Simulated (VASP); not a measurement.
A run of VASP 6.6.1:

The input INCAR:

```
  ALGO = Normal
  EDIFF = 1E-6
  ENCUT = 520
  GGA = PS
  ISIF = 2
  ISMEAR = 0
  LASPH = True
  LCHARG = False
  LREAL = False
  LWAVE = False
  NBANDS = 11
  NELM = 100
  PREC = Accurate
  SIGMA = 0.05
```

The input KPOINTS:

```
k-points
0
Gamma
  20 20 20
```

File POSCAR:

```
SiC
1.0
    0.0000000000      1.9329279538      1.9329279538
    1.9329279538      0.0000000000      1.9329279538
    1.9329279538      1.9329279538      0.0000000000
C Si
1 1
Direct
    0.0000000000      0.0000000000      0.0000000000
    0.5000000000      0.5000000000      0.5000000000
```

Potentials or basis: VASP PAW PBE potentials, release 64 (C, Si).

Command:

```bash
$ cat potpaw_PBE.64/C/POTCAR potpaw_PBE.64/Si/POTCAR > POTCAR
$ mpirun -np 1 vasp_std > vasp.out
```

Hardware: 1 thread of Intel Xeon 8259CL (shared host).

**Question.** How long does it take, and how much memory?

**Answer.** Run time: 44 s on 1 thread of Intel Xeon 8259CL, with other jobs on the host, peak memory 0.15 GiB. Counts: scf iterations 11, k points 256.
